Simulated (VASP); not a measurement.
Runs of VASP 6.6.1 on Hg. The structure is that of space group Im-3m (No. 229), or close to it. The cells are those of the table. 

```csv
level,spin,cell,k mesh,cutoff (eV),smearing,grid for exact exchange (PRECFOCK),share of exact exchange,screening parameter,gap on the mesh (eV),pressure (GPa),moment (μB)
PBE+D3(BJ),"non-collinear, zero start, SOC","a = 3.274 Å, angles 110.0, 110.0, 108.3°, 1 atom",10 × 10 × 10,500,tetrahedron,-,-,-,-,-1.0,0.00
HSE06+D3(BJ),off,"a = 3.274 Å, angles 110.0, 110.0, 108.3°, 1 atom",7 × 7 × 7,400,gaussian 0.05 eV,Normal,0.25,0.2079 1/Å,none,-3.0,-
PBE,"non-collinear, zero start, SOC","a = 3.274 Å, angles 110.0, 110.0, 108.3°, 1 atom",10 × 10 × 10,500,methfessel-paxton 0.05 eV,-,-,-,-,(a),0.00
HF+D3(BJ),off,"a = 3.430 Å, angles 110.0, 110.0, 108.3°, 1 atom",6 × 6 × 6,400,fermi-dirac 0.1 eV,Normal,1,-,none,-5.7,-
"b88 exchange, pbe correlation",off,"a = 3.381 Å, angles 110.1, 110.1, 108.2°, 1 atom",10 × 10 × 10,500,fermi-dirac 0.005 eV,-,-,-,none,0.1,-
r2SCAN+D4,off,"a = 3.274 Å, angles 110.0, 110.0, 108.3°, 1 atom",10 × 10 × 10,550,fermi-dirac 0.05 eV,-,-,-,none,(b),-
RPBE,off,"a = 3.230 Å, angles 110.0, 110.0, 108.3°, 1 atom",6 × 6 × 6,520,fermi-dirac 0.01 eV,-,-,-,none,3.4,-
PBE+D3(BJ),"non-collinear, zero start, SOC","a = 3.274 Å, angles 110.0, 110.0, 108.3°, 1 atom",10 × 10 × 10,520,tetrahedron,-,-,-,-,-1.0,0.00
```

Alike in all rows: task single point; potentials or basis VASP PAW PBE potentials, release 64 (Hg).

Task: Estimate the missing entries.

Result: (a) 1.0; (b) -0.4.

Caveats: some runs use coarse meshes; the PAW data sets were made with another functional, which shifts forces and pressure a little (at least some runs); spin-orbit coupling is left out, which moves the levels of the heavy elements (at least some runs); three body term missing (at least some runs).

A k mesh can miss the band edges, and rows without SOC leave out spin-orbit coupling on Hg.

A gap of «none» marks levels without a gap at the run's occupations.
